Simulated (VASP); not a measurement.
# SnSe2 (P-3m1) in VASP: a series of runs, part 3 of 3

VASP 6.6.1. The steps go on from the part before.

### Step 4. Single point, PBE

This run uses another cell than the first one: it holds 36 atoms, not 3.

INCAR reads:

```
PREC     = Accurate       # precision mode
ENCUT    = 520            # plane-wave cutoff, eV
EDIFF    = 1E-6           # SCF threshold, eV
ISMEAR   = 0              # smearing method
SIGMA    = 0.01           # smearing width, eV
LREAL    = Auto         
LASPH    = T              # aspherical terms in the spheres
NELM     = 60             # most SCF steps
ALGO     = Normal         # electronic algorithm
ISIF     = 2              # what is computed and relaxed
LWAVE    = F              # write WAVECAR
LCHARG   = F              # write CHGCAR
GGA      = PE             # functional
NBANDS   = 180            # bands
LUSENCCL = F
```

KPOINTS reads:

```
Automatic mesh
0
Gamma
  2 2 2
  0.5 0.5 0.5
```

POSCAR reads:

```
SnSe2
1.0
   -3.8716723150     -6.7059331600      6.9711010488
    7.7433446302      0.0000000001      6.9711010488
   -3.8716723151      6.7059331600      6.9711010488
Sn Se
12 24
Direct
    0.6666666667      0.1666666667      0.1666666667
    0.5000000000      1.0000000000      0.5000000000
    0.8333333333      0.3333333333      0.8333333333
    0.5000000000      0.5000000000      0.0000000000
    0.8333333333      0.8333333333      0.3333333333
    0.0000000000      0.0000000000      0.0000000000
    0.3333333333      0.3333333333      0.3333333333
    0.6666666667      0.6666666667      0.6666666667
    0.1666666667      0.1666666667      0.6666666667
    0.1666666667      0.6666666667      0.1666666667
    1.0000000000      0.5000000000      0.5000000000
    0.3333333333      0.8333333333      0.8333333333
    0.7570871510      0.5904204844      0.4237538177
    0.5904204844      0.4237538177      0.7570871510
    0.9237538177      0.7570871510      0.0904204844
    0.5904204844      0.9237538177      0.2570871510
    0.9237538177      0.2570871510      0.5904204844
    0.0904204844      0.4237538177      0.2570871510
    0.4237538177      0.7570871510      0.5904204844
    0.7570871510      0.0904204844      0.9237538177
    0.2570871510      0.5904204844      0.9237538177
    0.2570871510      0.0904204844      0.4237538177
    0.0904204844      0.9237538177      0.7570871510
    0.4237538177      0.2570871510      0.0904204844
    0.5762461823      0.2429128490      0.4095795156
    0.4095795156      0.0762461823      0.7429128490
    0.7429128490      0.4095795156      0.0762461823
    0.4095795156      0.5762461823      0.2429128490
    0.7429128490      0.9095795156      0.5762461823
    0.9095795156      0.0762461823      0.2429128490
    0.2429128490      0.4095795156      0.5762461823
    0.5762461823      0.7429128490      0.9095795156
    0.0762461823      0.2429128490      0.9095795156
    0.0762461823      0.7429128490      0.4095795156
    0.9095795156      0.5762461823      0.7429128490
    0.2429128490      0.9095795156      0.0762461823
```

Potentials or basis: VASP PAW PBE potentials, release 64 (Sn_d, Se).

Command:

```sh
$ cat potpaw_PBE.64/Sn_d/POTCAR potpaw_PBE.64/Se/POTCAR > POTCAR
$ mpirun -np 1 vasp_std > vasp.out
```

OUTCAR:

```text
PREC = Accurate
   ENCUT = 520
   EDIFF = 1E-6
   ISMEAR = 0
   LREAL = Auto
   LASPH = T
   NELM = 60
   ISIF = 2
   GGA = PE

 ion  position               nearest neighbor table
   1  0.667  0.167  0.167-  30 2.75  27 2.75  25 2.75  24 2.75  16 2.75  20 2.75
   2  0.500  0.000  0.500-  22 2.75  29 2.75  25 2.75  19 2.75  26 2.75  16 2.75
   3  0.833  0.333  0.833-  14 2.75  20 2.75  17 2.75  33 2.75  35 2.75  27 2.75
   4  0.500  0.500  0.000-  21 2.75  27 2.75  24 2.75  32 2.75  28 2.75  14 2.75
   5  0.833  0.833  0.333-  16 2.75  13 2.75  15 2.75  34 2.75  30 2.75  29 2.75
   6  0.000  0.000  0.000-  20 2.75  36 2.75  33 2.75  15 2.75  23 2.75  30 2.75
   7  0.333  0.333  0.333-  18 2.75  22 2.75  24 2.75  25 2.75  28 2.75  31 2.75
   8  0.667  0.667  0.667-  35 2.75  29 2.75  32 2.75  19 2.75  14 2.75  13 2.75
   9  0.167  0.167  0.667-  26 2.75  31 2.75  33 2.75  17 2.75  23 2.75  22 2.75
  10  0.167  0.667  0.167-  28 2.75  36 2.75  34 2.75  15 2.75  18 2.75  21 2.75
  11  0.000  0.500  0.500-  13 2.75  31 2.75  17 2.75  34 2.75  18 2.75  35 2.75
  12  0.333  0.833  0.833-  23 2.75  21 2.75  19 2.75  32 2.75  26 2.75  36 2.75
  13  0.757  0.590  0.424-   5 2.75   8 2.75  11 2.75
  14  0.590  0.424  0.757-   3 2.75   8 2.75   4 2.75
  15  0.924  0.757  0.090-   5 2.75  10 2.75   6 2.75
  16  0.590  0.924  0.257-   5 2.75   1 2.75   2 2.75
  17  0.924  0.257  0.590-   3 2.75   9 2.75  11 2.75
[... 17 lines left out ...]
  35  0.910  0.576  0.743-   8 2.75   3 2.75  11 2.75
  36  0.243  0.910  0.076-  10 2.75  12 2.75   6 2.75

  LATTYP: Found a trigonal (rhomboedric) cell.
 ALAT       =    10.4190035941
 COS(alpha) =     0.1714932315

  Lattice vectors:

 A1 = (  -3.8716723150,  -6.7059331600,   6.9711010488)
 A2 = (   7.7433446302,   0.0000000001,   6.9711010488)
 A3 = (  -3.8716723151,   6.7059331600,   6.9711010488)

Analysis of symmetry for initial positions (statically):
=====================================================================
 Subroutine PRICEL returns following result:

  LATTYP: Found a hexagonal cell.
 ALAT       =     3.8716723151
 C/A-ratio  =     1.8005400465

  Lattice vectors:

 A1 = (  -3.8716723151,  -0.0000000000,   0.0000000007)
 A2 = (   1.9358361576,  -3.3529665800,   0.0000000007)
 A3 = (   0.0000000000,   0.0000000000,   6.9711010502)

  12 primitive cells build up your supercell.

 Routine SETGRP: Setting up the symmetry group for a
 trigonal (rhombohedral) supercell.

 Subroutine GETGRP returns: Found  6 space group operations
 (whereof  6 operations were pure point group operations)
 out of a pool of 12 trial point group operations.

The static configuration has the point symmetry S_6 .

Analysis of symmetry for dynamics (positions and initial velocities):
=====================================================================
 Subroutine PRICEL returns following result:

  LATTYP: Found a hexagonal cell.
 ALAT       =     3.8716723151
 C/A-ratio  =     1.8005400465

  Lattice vectors:

 A1 = (  -3.8716723151,  -0.0000000000,   0.0000000007)
 A2 = (   1.9358361576,  -3.3529665800,   0.0000000007)
 A3 = (   0.0000000000,   0.0000000000,   6.9711010502)

  12 primitive cells build up your supercell.
[... 62 lines left out ...]

 Found      2 irreducible k-points:

 Following reciprocal coordinates:
            Coordinates               Weight
  0.250000  0.250000  0.250000      2.000000
 -0.250000  0.250000  0.250000      6.000000
   k-points           NKPTS =      2   k-points in BZ     NKDIM =      2   number of bands    NBANDS=    180
   number of dos      NEDOS =    301   number of ions     NIONS =     36
   total plane-waves  NPLWV = 512000
   dimension x,y,z NGX =    80 NGY =   80 NGZ =   80
   dimension x,y,z NGXF=   160 NGYF=  160 NGZF=  160
   ions per type =              12  24
   NGX,Y,Z   is equivalent  to a cutoff of  12.76, 12.76, 12.76 a.u.
   NGXF,Y,Z  is equivalent  to a cutoff of  25.53, 25.53, 25.53 a.u.
 SYSTEM =  unknown system
   PREC   = accura    normal or accurate (medium, high low for compatibility)
   ISTART =      0    job   : 0-new  1-cont  2-samecut
   ICHARG =      2    charge: 1-file 2-atom 10-const
   ISPIN  =      1    spin polarized calculation?
   LNONCOLLINEAR =      F non collinear calculations
   LSORBIT =      F    spin-orbit coupling
   LASPH  =      T    aspherical Exc in radial PAW
   ENCUT  =  520.0 eV  38.22 Ry    6.18 a.u.  19.37 19.37 19.37*2*pi/ulx,y,z
   NELM   =     60;   NELMIN=  2; NELMDL= -5     # of ELM steps
   EDIFF  = 0.1E-05   stopping-criterion for ELM
   LREAL  =      T    real-space projection
   EDIFFG = 0.1E-04   stopping-criterion for IOM
   NSW    =      0    number of steps for IOM
[... 5 lines left out ...]
   TEBEG  =    0.0;   TEEND  =   0.0 temperature during run
   PSTRESS=    0.0 pullay stress
   NELECT =     312.0000    total number of electrons
   NUPDOWN=      -1.0000    fix difference up-down
   EMIN   =  10.00;   EMAX   =-10.00  energy-range for DOS
   EFERMI =   0.00;   METHOD = LEGACY
   ISMEAR =     0;   SIGMA  =   0.01  broadening in eV -4-tet -1-fermi 0-gaus
   EFERMI_NEDOS =   21; number of points for ismear=-14 and -15
   IALGO  =     38    algorithm
   IMIX   =      4    mixing-type and parameters
     AMIX     =   0.40;   BMIX     =  1.00
     AMIX_MAG =   1.60;   BMIX_MAG =  1.00
  volume/ion in A,a.u.               =      30.17       203.57
  Fermi-wavevector in a.u.,A,eV,Ry     =   1.080247  2.041370 15.877082  1.166933
  Thomas-Fermi vector in A             =   2.216233
   LORBIT       =      0    0 simple, 1 ext, 2 COOP (PROOUT), +10 PAW based schemes
   GGA     = PE    functional components
   LHFCALC =     F    Hartree Fock is set to
   AEXX    =    0.0000 exact exchange contribution
   IVDW    =     0    specifies the selected vdW correction
   LEPSILON=     F    determine dielectric tensor
   LRPA    =     F    only Hartree local field effects (RPA)
 non-spin polarized calculation
 Gauss-broadening in eV      SIGMA  =   0.01
  energy-cutoff  :      520.00
  volume of cell :     1085.95
 maximum number of plane-waves:     29245
 NGX is ok and might be reduce to    80

 number of electron     312.0000003 magnetization

 Free energy of the ion-electron system (eV)
  ---------------------------------------------------
  ext. energy  EPLUGINS =         0.00000000
  ---------------------------------------------------
  free energy    TOTEN  =      -142.51040366 eV

  energy without entropy =     -142.51040366  energy(sigma->0) =     -142.51040366

 E-fermi :   2.5798     XC(G=0):  -8.6073

 val. band max:        2.4749047623   @ k =  -0.2500   0.2500   0.2500
 cond. band min:       3.3369358394   @ k =   0.2500   0.2500   0.2500
 fundamental gap:      0.8620310771
 Fermi energy:         2.5797790074

 k-point     1 :       0.2500    0.2500    0.2500
  band No.  band energies     occupation
      1     -18.5949      2.00000
      2     -18.5949      2.00000
      3     -18.5949      2.00000
      4     -18.5723      2.00000
      5     -18.5723      2.00000
      6     -18.5723      2.00000
[... 160 lines left out ...]
    167       4.6653      0.00000
    168       4.6653      0.00000

 k-point     2 :      -0.2500    0.2500    0.2500
  band No.  band energies     occupation
      1     -18.5860      2.00000
      2     -18.5860      2.00000
      3     -18.5859      2.00000
      4     -18.5859      2.00000
      5     -18.5847      2.00000
      6     -18.5847      2.00000
[... 160 lines left out ...]
    167       4.6323      0.00000
    168       4.8509      0.00000
 [bands above 168 left out]

------------------------ aborting loop because EDIFF is reached ----------------------------------------

  FORCE on cell =-STRESS in cart. coord.  units (eV):
  Direction    XX          YY          ZZ          XY          YZ          ZX
  --------------------------------------------------------------------------------------
  -------------------------------------------------------------------------------------
  Total        0.2988331      0.2988331      0.4603260     -0.0000000      0.0000000      0.0000000
  in kB        0.4408886      0.4408886      0.6791499     -0.0000000      0.0000000      0.0000000
  external PRESSURE =       0.5203091 kB  Pullay stress =       0.0000000 kB

 VOLUME and BASIS-vectors are now :
 -----------------------------------------------------------------------------
  energy-cutoff  :      520.00
  volume of cell :     1085.95
      direct lattice vectors                 reciprocal lattice vectors
    -3.871672315 -6.705933160  6.971101049    -0.043047720 -0.074560839  0.047816454
     7.743344630  0.000000000  6.971101049     0.086095440  0.000000000  0.047816454
    -3.871672315  6.705933160  6.971101049    -0.043047720  0.074560839  0.047816454

 POSITION                                       TOTAL-FORCE (eV/Angst)
 -----------------------------------------------------------------------------------
     -1.93584     -3.35297      6.97110        -0.000000      0.000000     -0.000000
     -3.87167      0.00000      6.97110        -0.000000     -0.000000     -0.000000
     -3.87167      0.00000     13.94220        -0.000000      0.000000     -0.000000
      1.93584     -3.35297      6.97110         0.000000      0.000000     -0.000000
      1.93584     -3.35297     13.94220        -0.000000      0.000000     -0.000000
      0.00000      0.00000      0.00000         0.000000     -0.000000     -0.000000
[... 28 lines left out ...]
     -1.93584     -1.11766     15.53676         0.000000      0.000000      0.016922
      5.80751     -1.11766      8.56566         0.000000      0.000000      0.016922
 -----------------------------------------------------------------------------------
    total drift:                                0.000000     -0.000000     -0.000000

  FREE ENERGIE OF THE ION-ELECTRON SYSTEM (eV)
  ---------------------------------------------------
  free  energy   TOTEN  =      -142.5104036600 eV

  energy  without entropy=     -142.5104036600  energy(sigma->0) =     -142.51040366
```

Wall time 84 s (1 × NVIDIA H100 80GB with 1 thread of Intel Xeon Platinum 8481C at 2.70GHz (Sapphire Rapids), shared host); peak memory 1.8 GiB.

Results:

| Item | Value |
| --- | --- |
| Free energy | -142.5104 eV |
| Pressure | 0.1 GPa |
| Largest force | 0.017 eV/Å |
| Band gap on the k mesh | 0.86 eV |

Forces on the atoms (eV/Å):
```
Sn   0.000  0.000  0.000
Sn   0.000  0.000  0.000
Sn   0.000  0.000  0.000
Sn   0.000  0.000  0.000
Sn   0.000  0.000  0.000
Sn   0.000  0.000  0.000
Sn   0.000  0.000  0.000
Sn   0.000  0.000  0.000
Sn   0.000  0.000  0.000
Sn   0.000  0.000  0.000
Sn   0.000  0.000  0.000
Sn   0.000  0.000  0.000
Se   0.000  0.000 -0.017
Se   0.000  0.000 -0.017
Se   0.000  0.000 -0.017
Se   0.000  0.000 -0.017
Se   0.000  0.000 -0.017
Se   0.000  0.000 -0.017
Se   0.000  0.000 -0.017
Se   0.000  0.000 -0.017
Se   0.000  0.000 -0.017
Se   0.000  0.000 -0.017
Se   0.000  0.000 -0.017
Se   0.000  0.000 -0.017
Se   0.000  0.000  0.017
Se   0.000  0.000  0.017
Se   0.000  0.000  0.017
Se   0.000  0.000  0.017
Se   0.000  0.000  0.017
Se   0.000  0.000  0.017
Se   0.000  0.000  0.017
Se   0.000  0.000  0.017
Se   0.000  0.000  0.017
Se   0.000  0.000  0.017
Se   0.000  0.000  0.017
Se   0.000  0.000  0.017
```

Caveat: spin-orbit coupling is left out, which moves the levels of the heavy elements; a shifted mesh leaves out Γ, where band edges can lie. A k mesh can miss the band edges.

### Step 5. Summary

```tsv
task	cell	k mesh	cutoff (eV)	smearing	gap on the mesh (eV)	pressure (GPa)	largest force (eV/Å)
single point	a = 3.872, b = 3.872, c = 7.389 Å, angles 90.0, 90.0, 120.0°, 3 atoms, atomic positions A	12 × 12 × 4	520	gaussian 0.02 eV	0.73	0.0	0.01
relaxation of cell and atoms	relaxed from a = 3.872, b = 3.872, c = 6.971 Å, angles 90.0, 90.0, 120.0°, 3 atoms, atomic positions B	12 × 12 × 4	600	gaussian 0.02 eV	0.69	0.0	-
single point	a = 10.419 Å, angles 80.1°, 36 atoms, atomic positions C	2 × 2 × 2, shifted	520	gaussian 0.01 eV	0.86	0.1	0.02
```

Alike in all rows: level PBE; potentials or basis VASP PAW PBE potentials, release 64 (Sn_d, Se); no spin polarisation.

Caveats: spin-orbit coupling is left out, which moves the levels of the heavy elements; semilocal functionals underestimate gaps, and a narrow one can read as zero (at least some runs); this functional lacks dispersion, which binds layers or chains, so the pressure and a relaxed spacing across them are unreliable (at least some runs); a shifted mesh leaves out Γ, where band edges can lie (at least some runs).

Absolute energies hang on the potentials; compare differences alone.
